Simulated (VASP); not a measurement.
Input of a VASP 6.6.1 run:

INCAR

```
SYSTEM = CaO
PREC     = Accurate       ! precision mode
ENCUT    = 520            ! plane-wave cutoff, eV
EDIFF    = 1E-6           ! SCF threshold, eV
ISMEAR   = 0              ! smearing method
SIGMA    = 0.05           ! smearing width, eV
LREAL    = .False.        ! projectors in reciprocal space
LASPH    = .True.         ! aspherical terms in the spheres
NELM     = 60             ! most SCF steps
ALGO     = Normal         ! electronic algorithm
ISIF     = 2              ! what is computed and relaxed
LWAVE    = .False.        ! write WAVECAR
LCHARG   = .True.         ! write CHGCAR
GGA      = PE             ! functional
LELF     = .True.         ! ELF
LVHAR    = .True.       
NBANDS   = 24             ! bands
```

Contents of KPOINTS:

```
regular mesh
0
Gamma
  9 9 6
  0 0 0
```

POSCAR

```
CaO
1.0
    3.7912248821      0.0000000000      0.0000000000
   -1.8956124410      3.7917277648      0.0000000000
    0.0000000000      0.0000000000      4.6154481346
Ca O
2 2
Direct
    0.3333333333      0.6666666667      0.7500000000
    0.6666666667      0.3333333333      0.2500000000
    0.3333333333      0.6666666667      0.2500000000
    0.6666666667      0.3333333333      0.7500000000
```

Potentials or basis: VASP PAW PBE potentials, release 64 (Ca_sv, O).

The run is started by

```sh
$ cat potpaw_PBE.64/Ca_sv/POTCAR potpaw_PBE.64/O/POTCAR > POTCAR
$ mpirun -np 1 vasp_std > vasp.out
```

(1) Estimate the largest force.

(2) Predict the pressure.

(3) What does it give for the band gap on the k mesh?

Results:

(1) 0.623 eV/Å.

(2) 2.8 GPa.

(3) 2.96 eV, direct.

Caveat: the cell differs from its parent crystal (strain +e along x and -e along y -0.0733, strain +e along z and -e/2 along x and y -0.0400).
